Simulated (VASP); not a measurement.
# Ti (P6_3/mmc) in VASP: notebook, part 2 of 2

VASP 6.6.1.

### Step 4. Single point, PBE (strain -0.0600 x Voigt [1, 1, 0, 0, 0, 0])

INCAR

```
PREC = Accurate
ENCUT = 520
EDIFF = 1E-6
ISMEAR = 0
SIGMA = 0.15
LREAL = F
LASPH = T
NELM = 80
ALGO = Normal
ISIF = 2
LWAVE = F
LCHARG = T
GGA = PE
LELF = T
LVHAR = T
NBANDS = 19
```

KPOINTS

```
Automatic mesh
0
Gamma
  18 18 10
```

POSCAR

```
Ti
1.0
    2.7729979888      0.0000000000      0.0000000000
   -1.3864989944      2.4014867029      0.0000000000
    0.0000000000      0.0000000000      4.6860000000
Ti
2
Direct
    0.3333333333      0.6666666667      0.2500000000
    0.6666666667      0.3333333333      0.7500000000
```

Potentials or basis: VASP PAW PBE potentials, release 64 (Ti_sv).

On the command line:

```console
> cat potpaw_PBE.64/Ti_sv/POTCAR > POTCAR
> mpirun -np 1 vasp_std > vasp.out
```

OUTCAR:

```text
PREC = Accurate
   ENCUT = 520
   EDIFF = 1E-6
   ISMEAR = 0
   LREAL = F
   LASPH = T
   NELM = 80
   ISIF = 2
   GGA = PE

 ion  position               nearest neighbor table
   1  0.333  0.667  0.250-   2 2.84   2 2.84   2 2.84   2 2.84   2 2.84   2 2.84
   2  0.667  0.333  0.750-   1 2.84   1 2.84   1 2.84   1 2.84   1 2.84   1 2.84

  LATTYP: Found a hexagonal cell.
 ALAT       =     2.7729979888
 C/A-ratio  =     1.6898677961

  Lattice vectors:

 A1 = (   2.7729979888,   0.0000000000,   0.0000000000)
 A2 = (  -1.3864989944,   2.4014867029,   0.0000000000)
 A3 = (   0.0000000000,   0.0000000000,   4.6860000000)

Analysis of symmetry for initial positions (statically):
=====================================================================
 Subroutine PRICEL returns:
 Original cell was already a primitive cell.

 Routine SETGRP: Setting up the symmetry group for a
 hexagonal supercell.

 Subroutine GETGRP returns: Found 24 space group operations
 (whereof 12 operations were pure point group operations)
 out of a pool of 24 trial point group operations.

The static configuration has the point symmetry D_3d.
 The point group associated with its full space group is D_6h.

Analysis of symmetry for dynamics (positions and initial velocities):
=====================================================================
 Subroutine PRICEL returns:
 Original cell was already a primitive cell.

 Routine SETGRP: Setting up the symmetry group for a
 hexagonal supercell.

 Subroutine GETGRP returns: Found 24 space group operations
 (whereof 12 operations were pure point group operations)
 out of a pool of 24 trial point group operations.

The dynamic configuration has the point symmetry D_3d.
 The point group associated with its full space group is D_6h.

 Subroutine INISYM returns: Found 24 space group operations
[... 106 lines left out ...]
   TEBEG  =    0.0;   TEEND  =   0.0 temperature during run
   PSTRESS=    0.0 pullay stress
   NELECT =      24.0000    total number of electrons
   NUPDOWN=      -1.0000    fix difference up-down
   EMIN   =  10.00;   EMAX   =-10.00  energy-range for DOS
   EFERMI =   0.00;   METHOD = LEGACY
   ISMEAR =     0;   SIGMA  =   0.15  broadening in eV -4-tet -1-fermi 0-gaus
   EFERMI_NEDOS =   21; number of points for ismear=-14 and -15
   IALGO  =     38    algorithm
   IMIX   =      4    mixing-type and parameters
     AMIX     =   0.40;   BMIX     =  1.00
     AMIX_MAG =   1.60;   BMIX_MAG =  1.00
  volume/ion in A,a.u.               =      15.60       105.29
  Fermi-wavevector in a.u.,A,eV,Ry     =   1.499919  2.834437 30.609816  2.249758
  Thomas-Fermi vector in A             =   2.611487
   LORBIT       =      0    0 simple, 1 ext, 2 COOP (PROOUT), +10 PAW based schemes
   GGA     = PE    functional components
   LHFCALC =     F    Hartree Fock is set to
   AEXX    =    0.0000 exact exchange contribution
   IVDW    =     0    specifies the selected vdW correction
   LEPSILON=     F    determine dielectric tensor
   LRPA    =     F    only Hartree local field effects (RPA)
 non-spin polarized calculation
 Gauss-broadening in eV      SIGMA  =   0.15
  energy-cutoff  :      520.00
  volume of cell :       31.21
 maximum number of plane-waves:       855
 NGX is ok and might be reduce to    24
   NGX = 11   NGY = 11   NGZ = 17

 number of electron      23.9999998 magnetization

 Free energy of the ion-electron system (eV)
  ---------------------------------------------------
  ext. energy  EPLUGINS =         0.00000000
  ---------------------------------------------------
  free energy    TOTEN  =       -15.50586236 eV

  energy without entropy =      -15.48342941  energy(sigma->0) =      -15.49464588

 E-fermi :   9.4925     XC(G=0): -12.0101

 val. band max:        9.4807229828   @ k =   0.0000   0.0000   0.4000
 cond. band min:       9.4993757084   @ k =   0.2778   0.2222   0.5000
 fundamental gap:      0.0186527256
 Fermi energy:         9.4925360903

 k-point     1 :       0.0000    0.0000    0.0000
  band No.  band energies     occupation
      1     -47.1484      2.00000
      2     -46.9836      2.00000
      3     -23.8019      2.00000
      4     -22.9294      2.00000
      5     -22.9178      2.00000
      6     -22.9178      2.00000
[... 505 lines left out ...]
      6     -23.1842      2.00000
[... 11 lines left out ...]
     18      13.4680      0.00000
     19      14.5722      0.00000

 [... further k-points ...]
[... 5 lines left out ...]
  --------------------------------------------------------------------------------------
  -------------------------------------------------------------------------------------
  Total        3.2575290      3.2575290      1.7470475      0.0000000     -0.0000000      0.0000000
  in kB      167.2502758    167.2502758     89.6981076      0.0000000     -0.0000000      0.0000000
  external PRESSURE =     141.3995531 kB  Pullay stress =       0.0000000 kB

 VOLUME and BASIS-vectors are now :
 -----------------------------------------------------------------------------
  energy-cutoff  :      520.00
  volume of cell :       31.21
      direct lattice vectors                 reciprocal lattice vectors
     2.772997989  0.000000000  0.000000000     0.360620528  0.208204359  0.000000000
    -1.386498994  2.401486703  0.000000000     0.000000000  0.416408718  0.000000000
     0.000000000  0.000000000  4.686000000     0.000000000  0.000000000  0.213401622

 POSITION                                       TOTAL-FORCE (eV/Angst)
 -----------------------------------------------------------------------------------
     -0.00000      1.60099      1.17150         0.000000      0.000000      0.000000
      1.38650      0.80050      3.51450        -0.000000     -0.000000      0.000000
 -----------------------------------------------------------------------------------
    total drift:                               -0.000000      0.000000     -0.000000

  FREE ENERGIE OF THE ION-ELECTRON SYSTEM (eV)
  ---------------------------------------------------
  free  energy   TOTEN  =       -15.5058623573 eV

  energy  without entropy=      -15.4834294083  energy(sigma->0) =      -15.49464588
```

It took 78 s on 1 thread of AMD EPYC 9R45 (Zen 5), shared host; peak memory 0.2 GiB.

What came out:

```yaml
Free_energy: -15.5059 eV
Pressure: 14.1 GPa
Band_gap_on_the_k_mesh: zero (band 12 reaches 10.03 eV, above the bottom of band 13 at 9.16 eV)
```

Caveat: the cell differs from its parent crystal (strain -0.0600 x Voigt [1, 1, 0, 0, 0, 0]).

### Step 5. The runs side by side

| cell | gap on the mesh (eV) | pressure (GPa) |
| --- | --- | --- |
| a = 3.105, b = 3.105, c = 4.686 Å, angles 90.0, 90.0, 120.0°, 2 atoms | none | -10.6 |
| a = 3.127, b = 3.127, c = 4.686 Å, angles 90.0, 90.0, 120.0°, 2 atoms | none | -11.5 |
| a = 2.773, b = 2.773, c = 4.686 Å, angles 90.0, 90.0, 120.0°, 2 atoms | none | 14.1 |

Alike in all rows: task single point; level PBE; potentials or basis VASP PAW PBE potentials, release 64 (Ti_sv); no spin polarisation; k mesh 18 × 18 × 10; cutoff (eV) 520; smearing gaussian 0.15 eV.

Total energies depend on the potentials used, so only differences within one code and one set of settings carry meaning.
